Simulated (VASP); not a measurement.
# W (Fm-3m) in VASP: further runs, part 2 of 2

VASP 6.6.1. The steps go on from the part before.

## Step 5: Relaxation of cell and atoms, PBE

File INCAR:

```
SYSTEM = W
PREC = Accurate
ENCUT = 600
EDIFF = 1E-6
ISMEAR = -1
SIGMA = 0.05
LREAL = .FALSE.
LASPH = .TRUE.
NELM = 60
ALGO = Normal
ISIF = 3
LWAVE = .FALSE.
LCHARG = .FALSE.
GGA = PE
IBRION = 2
NSW = 45
EDIFFG = -0.005
```

File KPOINTS:

```
Automatic mesh
0
G
  18 18 18
  0 0 0
```

File POSCAR:

```
W
1.0
    0.0000000000      2.0185871169      2.0185871169
    2.0185871169      0.0000000000      2.0185871169
    2.0185871169      2.0185871169      0.0000000000
W
1
Direct
    0.0000000000      0.0000000000      0.0000000000
```

Potentials or basis: VASP PAW PBE potentials, release 64 (W_sv).

The run is started by

```console
cat potpaw_PBE.64/W_sv/POTCAR > POTCAR
mpirun -np 1 vasp_std > vasp.out
```

OUTCAR:

```text
SYSTEM = W
   PREC = Accurate
   ENCUT = 600
   EDIFF = 1E-6
   ISMEAR = -1
   LREAL = .FALSE.
   LASPH = .TRUE.
   NELM = 60
   ISIF = 3
   GGA = PE
   IBRION = 2
   NSW = 45
   EDIFFG = -0.005

 ion  position               nearest neighbor table
   1  0.000  0.000  0.000-

  LATTYP: Found a face centered cubic cell.
 ALAT       =     4.0371742338

  Lattice vectors:

 A1 = (   0.0000000000,   2.0185871169,   2.0185871169)
 A2 = (   2.0185871169,   0.0000000000,   2.0185871169)
 A3 = (   2.0185871169,   2.0185871169,   0.0000000000)

Analysis of symmetry for initial positions (statically):
=====================================================================
 Subroutine PRICEL returns:
 Original cell was already a primitive cell.

 Routine SETGRP: Setting up the symmetry group for a
 face centered cubic supercell.

 Subroutine GETGRP returns: Found 48 space group operations
 (whereof 48 operations were pure point group operations)
 out of a pool of 48 trial point group operations.

The static configuration has the point symmetry O_h .

Analysis of symmetry for dynamics (positions and initial velocities):
=====================================================================
 Subroutine PRICEL returns:
 Original cell was already a primitive cell.

 Routine SETGRP: Setting up the symmetry group for a
 face centered cubic supercell.

 Subroutine GETGRP returns: Found 48 space group operations
 (whereof 48 operations were pure point group operations)
 out of a pool of 48 trial point group operations.

The dynamic configuration has the point symmetry O_h .

 Subroutine INISYM returns: Found 48 space group operations
 (whereof 48 operations are pure point group operations),
 and found     1 'primitive' translations

----------------------------------------------------------------------------------------

                                     Primitive cell

[... 127 lines left out ...]

 number of electron      14.0000002 magnetization

 Free energy of the ion-electron system (eV)
  ---------------------------------------------------
  ext. energy  EPLUGINS =         0.00000000
  ---------------------------------------------------
  free energy    TOTEN  =       -12.47736488 eV

  energy without entropy =      -12.46669906  energy(sigma->0) =      -12.47203197

------------------------ aborting loop because EDIFF is reached ----------------------------------------

  FORCE on cell =-STRESS in cart. coord.  units (eV):
  Direction    XX          YY          ZZ          XY          YZ          ZX
  --------------------------------------------------------------------------------------
  -------------------------------------------------------------------------------------
  Total        0.0608408      0.0608408      0.0608408     -0.0000000      0.0000000     -0.0000000
  in kB        5.9256111      5.9256111      5.9256111     -0.0000000      0.0000000     -0.0000000
  external PRESSURE =       5.9256111 kB  Pullay stress =       0.0000000 kB
[... 57 lines left out ...]
--------------------------------------- Ionic step        3  -------------------------------------------

 number of electron      14.0000002 magnetization

 Free energy of the ion-electron system (eV)
  ---------------------------------------------------
  ext. energy  EPLUGINS =         0.00000000
  ---------------------------------------------------
  free energy    TOTEN  =       -12.47741517 eV

  energy without entropy =      -12.46674188  energy(sigma->0) =      -12.47207852

 E-fermi :  10.4261     XC(G=0): -13.4121

 val. band max:       10.4225709905   @ k =  -0.1667   0.0556   0.0000
 cond. band min:      10.4351462325   @ k =  -0.2222   0.0556   0.0000
 fundamental gap:      0.0125752420
 Fermi energy:        10.4260668216

 k-point     1 :       0.0000    0.0000    0.0000
  band No.  band energies     occupation
      1     -63.2519      2.00000
      2     -26.8879      2.00000
      3     -26.8879      2.00000
      4     -26.8879      2.00000
      5       1.4609      2.00000
      6       9.8781      1.99997
      7       9.8781      1.99997
      8       9.8781      1.99997
      9      12.9847      0.00000
     10      12.9847      0.00000
     11      23.2118      0.00000
[... 309 lines left out ...]
 k-point    24 :      -0.2222    0.0556    0.0000
  band No.  band energies     occupation
      1     -63.2009      2.00000
      2     -27.4424      2.00000
      3     -26.9981      2.00000
      4     -26.9480      2.00000
      5       3.6663      2.00000
      6       8.7856      2.00000
      7      10.2865      1.88437
      8      10.4351      0.90945
      9      12.5045      0.00000
     10      13.5261      0.00000
     11      23.8371      0.00000

 [... further k-points ...]

------------------------ aborting loop because EDIFF is reached ----------------------------------------

  FORCE on cell =-STRESS in cart. coord.  units (eV):
  Direction    XX          YY          ZZ          XY          YZ          ZX
  --------------------------------------------------------------------------------------
  -------------------------------------------------------------------------------------
  Total       -0.0001078     -0.0001078     -0.0001078     -0.0000000      0.0000000     -0.0000000
  in kB       -0.0104803     -0.0104803     -0.0104803     -0.0000000      0.0000000     -0.0000000
  external PRESSURE =      -0.0104803 kB  Pullay stress =       0.0000000 kB
[... 16 lines left out ...]
  FREE ENERGIE OF THE ION-ELECTRON SYSTEM (eV)
  ---------------------------------------------------
  free  energy   TOTEN  =       -12.4774151715 eV

  energy  without entropy=      -12.4667418758  energy(sigma->0) =      -12.47207852

 reached required accuracy - stopping structural energy minimisation
```

CONTCAR:

```text
W
   1.00000000000000
    -0.0000000000000000    2.0198377909418097    2.0198377909418097
     2.0198377909418097    0.0000000000000000    2.0198377909418097
     2.0198377909418097    2.0198377909418097   -0.0000000000000000
  W
     1
Direct
     0.0000000000000000    0.0000000000000000    0.0000000000000000

  0.00000000E+00  0.00000000E+00  0.00000000E+00
```

Run time: 46 s. Hardware: 1 thread of Intel Xeon 8259CL, shared host; peak memory 0.18 GiB.

Results:

```
Free energy                           : -12.4774 eV
Relaxed volume                        : 16.48 Å³/atom
Relaxed cell                          : a = 2.856 Å, b = 2.856 Å, c = 2.856 Å, α = 60.00°, β = 60.00°, γ = 60.00°
Space group after relaxing (to 0.1 Å) : Fm-3m (No. 225)
Energy gained by relaxing             : 0.1 meV/atom
Ionic steps                           : 3
Pressure after relaxing               : 0.0 GPa
Band gap on the k mesh                : zero (bands 7 and 8 overlap by 3.58 eV)
```

Final structure:
```cif
data_structure
_symmetry_space_group_name_H-M 'P 1'
_symmetry_Int_Tables_number 1
_cell_length_a 2.8565
_cell_length_b 2.8565
_cell_length_c 2.8565
_cell_angle_alpha 60.000
_cell_angle_beta 60.000
_cell_angle_gamma 60.000
_cell_volume 16.48
loop_
_atom_site_label
_atom_site_type_symbol
_atom_site_fract_x
_atom_site_fract_y
_atom_site_fract_z
_atom_site_occupancy
W1 W 0.00000 0.00000 0.00000 1
```

Caveat: spin-orbit coupling is left out, which moves the levels of the heavy elements.

## Step 6: Overview

```tsv
task	cell	cutoff (eV)	gap on the mesh (eV)	pressure (GPa)	relaxed volume (Å³/atom)
single point	a = 2.855 Å, angles 60.0°, 1 atom	520	none	0.4	-
relaxation of cell and atoms	relaxed from a = 2.837 Å, angles 60.0°, 1 atom	600	none	0.0	16.48
relaxation of cell and atoms	relaxed from a = 2.855 Å, angles 60.0°, 1 atom	600	none	0.0	16.48
```

Alike in all rows: level PBE; potentials or basis VASP PAW PBE potentials, release 64 (W_sv); no spin polarisation; k mesh 18 × 18 × 18; smearing fermi-dirac 0.05 eV.

Caveats: spin-orbit coupling is left out, which moves the levels of the heavy elements.

Absolute energies hang on the potentials; compare differences alone.
